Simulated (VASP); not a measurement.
# Si: single point with LDA

The system is Si.

```
Si
1.0
     0.00000    2.77187    2.77187
     2.77187    0.00000    2.77187
     2.77187    2.77187    0.00000
Si
2
Direct
  0.50000 0.50000 0.50000
  0.75000 0.75000 0.75000
```

This cell differs from its parent crystal: volume scaled by 1.08.

```
Program                : VASP 6.6.1
Task                   : single point
Functional             : LDA
Potentials or basis    : VASP PAW LDA potentials, release 64 (Si)
Cutoff                 : 520 eV
k mesh                 : 9 × 9 × 9
Occupations            : fermi-dirac, width 0.05 eV
Spin                   : no spin polarisation
Dipole correction      : no
Further INCAR settings : ALGO = Normal; EDIFF = 1e-07; NBANDS = 11
```

* Pressure: -6.3 GPa
* Band gap on the k mesh: 0.58 eV, indirect (least direct gap 2.35 eV)

Levels at points of the mesh, in eV from the valence-band top:
```tsv
k point	band 2	band 3	band 4	band 5	band 6	band 7
(0.00, 0.00, 0.00)	0.00	0.00	0.00	2.49	2.49	2.49
```

It took 19 s on 1 thread of Intel(R) Xeon(R) Platinum 8259CL CPU @ 2.50GHz (Skylake/Cascade Lake) (shared host), peak memory 0.14 GiB.

 A k mesh can miss the band edges.
